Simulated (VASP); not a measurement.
# Si: single point with PBE

Si, a wire with vacuum:

```
Si
1.0
    10.00000    0.00000    0.00000
     0.00000    9.30000    0.00000
     0.00000    0.00000    3.79389
Si
2
Direct
  0.44110 0.50000 0.00000
  0.55890 0.50000 0.50000
```

```yaml
Program: VASP 6.6.1
Task: single point
Functional: PBE
Potentials_or_basis: VASP PAW PBE potentials, release 64 (Si)
Cutoff: 520 eV
k_mesh: 1 × 1 × 17
Occupations: gaussian, width 0.05 eV
Spin: collinear spin, ferromagnetic start
Starting_moments: "[0.5, 0.5] μB"
Dipole_correction: no
Further_INCAR_settings: ALGO = Normal; EDIFF = 1e-06; NBANDS = 15
```

```json
{
 "Largest force": "0.050 eV/Å",
 "Net moment": "0.14 μB per cell",
 "Site moments": "Si +0.02 μB",
 "Valence electrons inside the program's atomic spheres": "Si 1.64"
}
```

Forces in eV/Å, atoms in the order of the input:
```
Si   0.050  0.000  0.000
Si  -0.050  0.000  0.000
```

Levels at points of the mesh, in eV from the Fermi level:
Spin up:
```csv
k point,band 1,band 2,band 3,band 4,band 5,band 6,band 7,band 8
"(0.00, 0.00, 0.00)",-9.54,-3.27,-1.54,-1.44,1.26,2.42,3.28,4.10
```
Spin down:
```
           k point  band 2  band 3  band 4  band 5  band 6  band 7
(0.00, 0.00, 0.00)   -3.19   -1.46   -1.40    1.33    2.48    3.36
```

Wall time 4.3 min on 1 thread of AMD EPYC 7R43 64-Core Processor (Zen 3), on a shared host, peak memory 0.48 GiB.
